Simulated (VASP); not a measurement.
A run of VASP 6.6.1 is set up as follows.

The input INCAR:

```
PREC = Accurate
ENCUT = 520
EDIFF = 1E-6
ISMEAR = -1
SIGMA = 0.08
LREAL = F
LASPH = T
NELM = 100
ALGO = Normal
ISIF = 2
LWAVE = F
LCHARG = F
GGA = PS
NBANDS = 16
```

File KPOINTS:

```
Automatic mesh
0
Gamma
  11 11 11
```

POSCAR

```
SiPb
1.0
    2.7433912084      0.0000000000      0.0000000000
    0.0000000000      2.7433912084      0.0000000000
    0.0000000000      0.0000000000      2.7433912084
Pb Si
1 1
Direct
    0.0000000000      0.0000000000      0.0000000000
    0.5000000000      0.5000000000      0.5000000000
```

Potentials or basis: VASP PAW PBE potentials, release 64 (Pb_d, Si).

The run is started by

```console
$ cat potpaw_PBE.64/Pb_d/POTCAR potpaw_PBE.64/Si/POTCAR > POTCAR
$ mpirun -np 1 vasp_std > vasp.out
```

Task: Estimate the pressure.

Result: 307.1 GPa.

Task: What does it give for the band gap on the k mesh?

Result: Zero (band 9 reaches 24.88 eV, above the bottom of band 10 at 19.32 eV).

Caveat: the PAW data sets were made with another functional, which shifts forces and pressure a little; spin-orbit coupling is left out, which moves the levels of the heavy elements.
